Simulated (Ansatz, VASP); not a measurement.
## One calculation of Sr, two programs

The input INCAR:

```
SYSTEM = Sr
  PREC = Accurate
  ENCUT = 520
  EDIFF = 1E-6
  ISMEAR = -1
  SIGMA = 0.1
  LREAL = .False.
  LASPH = .True.
  NELM = 100
  ALGO = Normal
  ISIF = 2
  LWAVE = .False.
  LCHARG = .False.
  GGA = CA
  NBANDS = 17
```

The input KPOINTS:

```
Automatic mesh
0
Gamma
  10 10 6
  0 0 0
```

Contents of POSCAR:

```
Sr
1.0
    4.1573492596      0.0000000000      0.0000000000
   -2.0786746298      3.6003700712      0.0000000000
    0.0000000000      0.0000000000      6.8093443126
Sr
2
Direct
    0.3333333333      0.6666666667      0.2500000000
    0.6666666667      0.3333333333      0.7500000000
```

Input for Ansatz:

```yaml
crystal:
  lattice:
    - [4.1573492596, 0.0, 0.0]
    - [-2.0786746298, 3.6003700712, 0.0]
    - [0.0, 0.0, 6.8093443126]
  atoms:
    - { symbol: Sr, position: [0.3333333333, 0.6666666667, 0.25] }
    - { symbol: Sr, position: [0.6666666667, 0.3333333333, 0.75] }
hamiltonian:
  xc: lda
  pseudopotentials:
    kind: paw
    azcp:
      Sr: "pseudopotentials/Sr.paw.azcp"
basis:
  ecutwfc: 420
  fft_grid_basis: typed
kpoints:
  mp_grid: { grid: [10, 10, 6], shift: [0, 0, 0] }
magnetization:
  spin_polarized: false
scf:
  occupations: { method: fermi_dirac, width: 0.1 }
  lower_state_search: "off"
output:
  stress: true
  write_density: true
  write_potential: true
  elf: true
  volumetric_format: npy
```

Alike in both runs: task single point; functional LDA; k mesh 10 × 10 × 6; occupations fermi-dirac, width 0.1 eV; no spin polarisation.

|  | VASP | Ansatz |
| --- | --- | --- |
| version | VASP 6.6.1 | Ansatz 0.2.0 |
| potentials or method | VASP PAW LDA potentials, release 64 (Sr_sv), cutoff 520 eV | plane waves (420 eV) with PAW, scalar-relativistic |
| valence electrons in the cell | 20 | 20 |

```tsv
	VASP	Ansatz	Ansatz less VASP
pressure (GPa)	-0.5	-0.5	+0.01
```

Ansatz warns that its potentials were made for another functional, while VASP's fit it. LDA's correlation is that of Perdew and Zunger in VASP and of Perdew and Wang (1992) in Ansatz.
